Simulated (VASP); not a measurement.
Wanted: the native input for a VASP 6.6.1 run.

| Quantity | Value |
| --- | --- |
| Task | single point |
| Functional | PBE |
| Potentials or basis | VASP PAW PBE potentials, release 64 (Ga_d, Ag, P) |
| Cutoff | 520 eV |
| k mesh | 4 × 4 × 4 |
| Occupations | gaussian, width 0.1 eV |
| Spin | no spin polarisation |
| Dipole correction | no |
| Further INCAR settings | ALGO = Normal; EDIFF = 1e-07; NBANDS = 28 |

The structure of GaAg2P lies in POSCAR:

```
GaAg2P
1.0
    4.9775210847      0.0000000000      0.0000000000
    0.0000000000      4.9775210847      0.0000000000
    0.0000000000      0.0000000000      3.1002291731
Ga Ag P
1 2 1
Direct
    0.0000000000      0.0000000000      0.0000000000
    0.5000000000      0.0000000000      0.5000000000
    0.0000000000      0.5000000000      0.5000000000
    0.5000000000      0.5000000000      0.5000000000
```

The input as run:

INCAR

```
SYSTEM = GaAg2P
ALGO     = Normal         ! electronic algorithm
EDIFF    = 1E-7           ! SCF threshold, eV
ENCUT    = 520            ! plane-wave cutoff, eV
GGA      = PE             ! functional
ISIF     = 2              ! what is computed and relaxed
ISMEAR   = 0              ! smearing method
LASPH    = .TRUE.         ! aspherical terms in the spheres
LCHARG   = .FALSE.        ! write CHGCAR
LREAL    = .FALSE.        ! projectors in reciprocal space
LWAVE    = .FALSE.        ! write WAVECAR
NBANDS   = 28             ! bands
NELM     = 60             ! most SCF steps
PREC     = Accurate       ! precision mode
SIGMA    = 0.1            ! smearing width, eV
```

KPOINTS

```
k-points
0
G
  4 4 4
  0 0 0
```

Potentials or basis: VASP PAW PBE potentials, release 64 (Ga_d, Ag, P).

Run with:

```bash
$ cat potpaw_PBE.64/Ga_d/POTCAR potpaw_PBE.64/Ag/POTCAR potpaw_PBE.64/P/POTCAR > POTCAR
$ mpirun -np 1 vasp_std > vasp.out
```

Results of the run:

```yaml
Pressure: 0.0 GPa
Band_gap_on_the_k_mesh: zero (band 20 reaches 9.78 eV, above the bottom of band 21 at 5.77 eV)
```

Caveat: the k points lie up to 0.51 Å⁻¹ apart.

Wall time 22 s on 1 thread of Intel(R) Xeon(R) 6975P-C (Granite Rapids), with other jobs on the host, peak memory 0.2 GiB.
